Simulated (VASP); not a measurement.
# Sb in VASP: single point with PBEsol

Aim: the single point of Sb with PBEsol.

Program: VASP 6.6.1. These are calculated values, not measurements. Logs are shortened: lines on timing, memory, paths and dates and some standing lists are left out, and cuts for length are marked.

### Step 1. The cell of the first run

The cell holds a atom, 1 atom: a = 14.000 Å, b = 14.400 Å, c = 14.800 Å, α = 90.00°, β = 90.00°, γ = 90.00°.

### Step 2. Single point, PBEsol, collinear spin, ferromagnetic start

INCAR reads:

```
SYSTEM = Sb
PREC = Accurate
ENCUT = 400
EDIFF = 1E-6
ISMEAR = -1
SIGMA = 0.01
LREAL = .False.
LASPH = .True.
NELM = 200
ALGO = Normal
ISIF = 2
LWAVE = .False.
LCHARG = .False.
ISPIN = 2
MAGMOM = 1
LORBIT = 11
GGA = PS
ISYM = 0
NBANDS = 12
GGA_COMPAT = .False.
```

KPOINTS reads:

```
Automatic mesh
0
Gamma
  1 1 1
  0 0 0
```

POSCAR reads:

```
Sb
1.0
   14.0000000000      0.0000000000      0.0000000000
    0.0000000000     14.4000000000      0.0000000000
    0.0000000000      0.0000000000     14.8000000000
Sb
1
Direct
    0.5000000000      0.5000000000      0.5000000000
```

Potentials or basis: VASP PAW PBE potentials, release 64 (Sb).

The run is started by

```bash
$ cat potpaw_PBE.64/Sb/POTCAR > POTCAR
$ mpirun -np 1 vasp_gam > vasp.out
```

OUTCAR:

```text
SYSTEM = Sb
   PREC = Accurate
   ENCUT = 400
   EDIFF = 1E-6
   ISMEAR = -1
   LREAL = .False.
   LASPH = .True.
   NELM = 200
   ISIF = 2
   ISPIN = 2
   LORBIT = 11
   GGA = PS
   ISYM = 0

 ion  position               nearest neighbor table
   1  0.500  0.500  0.500-

IMPORTANT INFORMATION: All symmetrisations will be switched off!
NOSYMM: (Re-)initialisation of all symmetry stuff for point group C_1.

----------------------------------------------------------------------------------------

                                     Primitive cell

  volume of cell :    2983.6800

  direct lattice vectors                    reciprocal lattice vectors
    14.000000000  0.000000000  0.000000000     0.071428571  0.000000000  0.000000000
     0.000000000 14.400000000  0.000000000     0.000000000  0.069444444  0.000000000
     0.000000000  0.000000000 14.800000000     0.000000000  0.000000000  0.067567568

  length of vectors
    14.000000000 14.400000000 14.800000000     0.071428571  0.069444444  0.067567568

  position of ions in fractional coordinates (direct lattice)
     0.500000000  0.500000000  0.500000000

  ion indices of the primitive-cell ions
   primitive index   ion index
                 1           1

----------------------------------------------------------------------------------------

 KPOINTS: Automatic mesh

Automatic generation of k-mesh.
 Grid dimensions read from file:
 generate k-points for:    1    1    1

 Generating k-lattice:

  Cartesian coordinates                     Fractional coordinates (reciprocal lattice)
     0.071428571  0.000000000  0.000000000     1.000000000  0.000000000  0.000000000
     0.000000000  0.069444444  0.000000000     0.000000000  1.000000000  0.000000000
     0.000000000  0.000000000  0.067567568     0.000000000  0.000000000  1.000000000

  Length of vectors
     0.071428571  0.069444444  0.067567568

  Shift w.r.t. Gamma in fractional coordinates (k-lattice)
     0.000000000  0.000000000  0.000000000

 Subroutine IBZKPT returns following result:
 ===========================================

 Found      1 irreducible k-points:

 Following reciprocal coordinates:
            Coordinates               Weight
  0.000000  0.000000  0.000000      1.000000
   k-points           NKPTS =      1   k-points in BZ     NKDIM =      1   number of bands    NBANDS=     12
   number of dos      NEDOS =    301   number of ions     NIONS =      1
   total plane-waves  NPLWV = 903168
   dimension x,y,z NGX =    96 NGY =   96 NGZ =   98
   dimension x,y,z NGXF=   192 NGYF=  192 NGZF=  196
   ions per type =               1
   NGX,Y,Z   is equivalent  to a cutoff of  11.40, 11.08, 11.01 a.u.
   NGXF,Y,Z  is equivalent  to a cutoff of  22.80, 22.17, 22.02 a.u.
 SYSTEM =  Sb
   PREC   = accura    normal or accurate (medium, high low for compatibility)
   ISTART =      0    job   : 0-new  1-cont  2-samecut
   ICHARG =      2    charge: 1-file 2-atom 10-const
   ISPIN  =      2    spin polarized calculation?
   LNONCOLLINEAR =      F non collinear calculations
   LSORBIT =      F    spin-orbit coupling
   LASPH  =      T    aspherical Exc in radial PAW
   ENCUT  =  400.0 eV  29.40 Ry    5.42 a.u.  22.83 23.48 24.14*2*pi/ulx,y,z
   NELM   =    200;   NELMIN=  2; NELMDL= -5     # of ELM steps
   EDIFF  = 0.1E-05   stopping-criterion for ELM
   LREAL  =      F    real-space projection
   EDIFFG = 0.1E-04   stopping-criterion for IOM
   NSW    =      0    number of steps for IOM
   IBRION =     -1    ionic relax: 0-MD 1-quasi-New 2-CG
   NFREE  =      0    steps in history (QN), initial steepest desc. (CG)
   ISIF   =      2    stress and relaxation
   ISYM   =      0    0-nonsym 1-usesym 2-fastsym
   POTIM  = 0.5000    time-step for ionic-motion
   TEBEG  =    0.0;   TEEND  =   0.0 temperature during run
   PSTRESS=    0.0 pullay stress
   NELECT =       5.0000    total number of electrons
   NUPDOWN=      -1.0000    fix difference up-down
   EMIN   =  10.00;   EMAX   =-10.00  energy-range for DOS
   EFERMI =   0.00;   METHOD = LEGACY
   ISMEAR =    -1;   SIGMA  =   0.01  broadening in eV -4-tet -1-fermi 0-gaus
   EFERMI_NEDOS =   21; number of points for ismear=-14 and -15
   IALGO  =     38    algorithm
   IMIX   =      4    mixing-type and parameters
     AMIX     =   0.40;   BMIX     =  1.00
     AMIX_MAG =   1.60;   BMIX_MAG =  1.00
  volume/ion in A,a.u.               =    2983.68     20134.87
  Fermi-wavevector in a.u.,A,eV,Ry     =   0.194453  0.367462  0.514462  0.037812
  Thomas-Fermi vector in A             =   0.940288
   LORBIT       =     11    0 simple, 1 ext, 2 COOP (PROOUT), +10 PAW based schemes
   GGA     = PS    functional components
   LHFCALC =     F    Hartree Fock is set to
   AEXX    =    0.0000 exact exchange contribution
   IVDW    =     0    specifies the selected vdW correction
   LEPSILON=     F    determine dielectric tensor
   LRPA    =     F    only Hartree local field effects (RPA)
 spin polarized calculation
  energy-cutoff  :      400.00
  volume of cell :     2983.68
 maximum number of plane-waves:     27122
 NGX is ok and might be reduce to    90
   NGX = 45   NGY = 47   NGZ = 49

 number of electron       5.0000000 magnetization       3.0000124

 Free energy of the ion-electron system (eV)
  ---------------------------------------------------
  ext. energy  EPLUGINS =         0.00000000
  ---------------------------------------------------
  free energy    TOTEN  =        -1.44536797 eV

  energy without entropy =       -1.44536797  energy(sigma->0) =       -1.44536797

 E-fermi :  -5.0900     XC(G=0):  -0.3101

 val. band max:       -5.3486006822   @ k =   0.0000   0.0000   0.0000
 cond. band min:      -3.3874360069   @ k =   0.0000   0.0000   0.0000
 fundamental gap:      1.9611646753
 Fermi energy:        -5.0899755282

 spin component 1

 k-point     1 :       0.0000    0.0000    0.0000
  band No.  band energies     occupation
      1     -13.3280      1.00000
      2      -5.3486      1.00000
      3      -5.3486      1.00000
      4      -5.3486      1.00000
      5      -0.4802      0.00000
      6       0.4081      0.00000
      7       0.4563      0.00000
      8       0.4871      0.00000
      9       0.5219      0.00000
     10       0.5364      0.00000
     11       0.5516      0.00000
     12       0.8740      0.00000
 Fermi energy:        -5.0899755282

 spin component 2

 k-point     1 :       0.0000    0.0000    0.0000
  band No.  band energies     occupation
      1     -11.5028      1.00000
      2      -3.3874      0.00000
      3      -3.3874      0.00000
      4      -3.3874      0.00000
      5       0.0353      0.00000
      6       0.7039      0.00000
      7       0.7820      0.00000
      8       0.7936      0.00000
      9       0.8196      0.00000
     10       0.8332      0.00000
     11       0.8739      0.00000
     12       1.4148      0.00000

------------------------ aborting loop because EDIFF is reached ----------------------------------------

  FORCE on cell =-STRESS in cart. coord.  units (eV):
  Direction    XX          YY          ZZ          XY          YZ          ZX
  --------------------------------------------------------------------------------------
  -------------------------------------------------------------------------------------
  Total       -0.0018804     -0.0018786     -0.0018904     -0.0000000      0.0000000      0.0000000
  in kB       -0.0010097     -0.0010088     -0.0010151     -0.0000000      0.0000000      0.0000000
  external PRESSURE =      -0.0010112 kB  Pullay stress =       0.0000000 kB

 VOLUME and BASIS-vectors are now :
 -----------------------------------------------------------------------------
  energy-cutoff  :      400.00
  volume of cell :     2983.68
      direct lattice vectors                 reciprocal lattice vectors
    14.000000000  0.000000000  0.000000000     0.071428571  0.000000000  0.000000000
     0.000000000 14.400000000  0.000000000     0.000000000  0.069444444  0.000000000
     0.000000000  0.000000000 14.800000000     0.000000000  0.000000000  0.067567568

 POSITION                                       TOTAL-FORCE (eV/Angst)
 -----------------------------------------------------------------------------------
      7.00000      7.20000      7.40000        -0.000000     -0.000000      0.000000
 -----------------------------------------------------------------------------------
    total drift:                               -0.000000     -0.000000      0.000000

  FREE ENERGIE OF THE ION-ELECTRON SYSTEM (eV)
  ---------------------------------------------------
  free  energy   TOTEN  =        -1.4453679676 eV

  energy  without entropy=       -1.4453679676  energy(sigma->0) =       -1.44536797

 total charge

# of ion       s       p       d       tot
------------------------------------------
    1        1.245   1.077   0.000   2.322

 magnetization (x)

# of ion       s       p       d       tot
------------------------------------------
    1       -0.006   1.077  -0.000   1.071
```

Wall time 3.4 min (1 thread of Intel Xeon 6975P-C (Granite Rapids), shared host); peak memory 1.9 GiB.

Results:

| Property | Result |
| --- | --- |
| Free energy | -1.4454 eV |
| Pressure | 0.0 GPa |
| Band gap on the k mesh | 1.96 eV |
| Net moment | 3.00 μB per cell |
| Site moments | Sb +1.07 μB |
| Valence electrons inside the program's atomic spheres | Sb 2.32 |

Levels at points of the mesh, in eV from the valence-band top:
Spin up:
```csv
k point,band 2,band 3,band 4,band 5,band 6,band 7
"(0.00, 0.00, 0.00)",0.00,0.00,0.00,4.87,5.76,5.80
```
Spin down:
```csv
k point,band 1,band 2,band 3,band 4
"(0.00, 0.00, 0.00)",-6.15,1.96,1.96,1.96
```

Caveat: the PAW data sets were made with another functional, which shifts forces and pressure a little; spin-orbit coupling is left out, which moves the levels of the heavy elements.
